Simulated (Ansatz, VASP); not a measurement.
One calculation of HgTe, two programs

```xyz
2
Lattice="0.0000 3.1876 3.1876 3.1876 0.0000 3.1876 3.1876 3.1876 0.0000" Properties=species:S:1:pos:R:3 pbc="T T T"
Hg    0.0000    0.0000    0.0000
Te    1.5938    1.5938    1.5938
```

Alike in both runs: task single point; functional PBE; k mesh 12 × 12 × 12; occupations gaussian, width 0.1 eV; no spin polarisation.

|  | VASP | Ansatz |
| --- | --- | --- |
| version | VASP 6.6.1 | Ansatz 0.2.0 |
| potentials or method | VASP PAW PBE potentials, release 64 (Hg, Te), cutoff 520 eV | scalar-relativistic, plane waves, PAW |
| valence electrons in the cell | 18 | 36 |

Ansatz gave:

```
gap on the k mesh at the Fermi level (eV) : none
pressure (GPa)                            : 6.0
```

**Question.** What did VASP give for the same quantities?

**Answer.** gap on the k mesh at the Fermi level (eV): none; pressure (GPa): 6.1.

A gap of «none» marks a metal or a gap that the smearing closes. With one functional, cell and mesh, what is left measures potentials, basis and numerics. VASP's potentials hold 18 valence electrons a cell and Ansatz's 36, so a difference there can come from the potentials and not from the codes.

Neither program's run includes spin-orbit coupling.
